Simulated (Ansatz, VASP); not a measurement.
Two plane-wave programs on HfN

```
Hf N
1.0
     0.00000    2.41461    2.41461
     2.41461    0.00000    2.41461
     2.41461    2.41461    0.00000
Hf N
1 1
Cartesian
  -0.0073 0.0030 0.0053
  3.6292 3.6189 3.6166
```

Change from the starting cell: all atoms moved at random, sigma 0.02 Å a component.

Alike in both runs: task single point; functional LDA; k mesh 12 × 12 × 12; occupations gaussian, width 0.15 eV; no spin polarisation.

|  | VASP | Ansatz |
| --- | --- | --- |
| version | VASP 6.6.1 | Ansatz 0.2.0 |
| potentials or method | VASP PAW LDA potentials, release 64 (Hf_pv, N), cutoff 520 eV | scalar-relativistic, plane waves, PAW |
| valence electrons in the cell | 15 | 31 |

```tsv
	VASP	Ansatz	Ansatz less VASP
gap on the k mesh at the Fermi level (eV)	none	none	-
pressure (GPa)	0.0	0.2	+0.15
traceless stress, the component that is largest in VASP (GPa)	0.98	0.97	-0.013
rms of the force components (eV/Å)	0.135	0.134	-0.0014
```

LDA's correlation is that of Perdew and Zunger in VASP and of Perdew and Wang (1992) in Ansatz. Atom by atom the forces differ by 0.001 eV/Å (rms over components). A gap of «none» marks a metal or a gap that the smearing closes. VASP's potentials hold 15 valence electrons a cell and Ansatz's 31, so a difference there can come from the potentials and not from the codes.

Neither program's run includes spin-orbit coupling.
